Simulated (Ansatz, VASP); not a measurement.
**H: VASP beside Ansatz**

INCAR

```
SYSTEM = H
PREC = Accurate
ENCUT = 520
EDIFF = 1E-6
ISMEAR = 0
SIGMA = 0.05
LREAL = .FALSE.
LASPH = .TRUE.
NELM = 80
ALGO = Normal
ISIF = 2
LWAVE = .FALSE.
LCHARG = .TRUE.
GGA = PS
LELF = .TRUE.
LVHAR = .TRUE.
NBANDS = 10
```

KPOINTS

```
Automatic mesh
0
G
  6 6 6
  0 0 0
```

Contents of POSCAR:

```
H
1.0
    2.5841291592     -2.5284012445      0.0000000000
    2.5841291592      2.5284012445      0.0000000000
    0.0000000000      0.0000000000      4.2660725400
H
4
Direct
    0.9532956300      0.0467043700      0.0685088900
    0.4532956300      0.5467043700      0.4314911100
    0.5467043700      0.4532956300      0.5685088900
    0.0467043700      0.9532956300      0.9314911100
```

Input for Ansatz:

```yaml
crystal:
  lattice:
    - [2.5841291592, -2.5284012445, 0.0]
    - [2.5841291592, 2.5284012445, 0.0]
    - [0.0, 0.0, 4.26607254]
  atoms:
    - { symbol: H, position: [0.95329563, 0.04670437, 0.06850889] }
    - { symbol: H, position: [0.45329563, 0.54670437, 0.43149111] }
    - { symbol: H, position: [0.54670437, 0.45329563, 0.56850889] }
    - { symbol: H, position: [0.04670437, 0.95329563, 0.93149111] }
basis:
  ecutwfc: 420
kpoints:
  mp_grid: { grid: [6, 6, 6] }
hamiltonian:
  xc: pbesol
scf:
  occupations: { method: gaussian, width: 0.05 }
output:
  forces: true
  stress: true
  eigenvalues: true
```

Change from the starting cell: strain -0.015 along x and y, +0.030 along z, atoms carried along.

Alike in both runs: task single point; functional PBEsol; k mesh 6 × 6 × 6; occupations gaussian, width 0.05 eV; no spin polarisation.

|  | VASP | Ansatz |
| --- | --- | --- |
| version | VASP 6.6.1 | Ansatz 0.2.0 |
| potentials or method | VASP PAW PBE potentials, release 64 (H), cutoff 520 eV | scalar-relativistic, plane waves, PAW |
| valence electrons in the cell | 4 | 4 |

```csv
,VASP,Ansatz,Ansatz less VASP
gap on the k mesh at the Fermi level (eV),9.07,9.07,+0.003
least direct gap on the mesh (eV),9.68,9.68,+0.003
pressure (GPa),0.2,0.4,+0.15
"traceless stress, the component that is largest in VASP (GPa)",-0.36,-0.37,-0.008
rms of the force components (eV/Å),0.156,0.155,-0.0014
```

VASP's potentials were made for PBE, not for PBEsol. Atom by atom the forces differ by 0.001 eV/Å (rms over components).
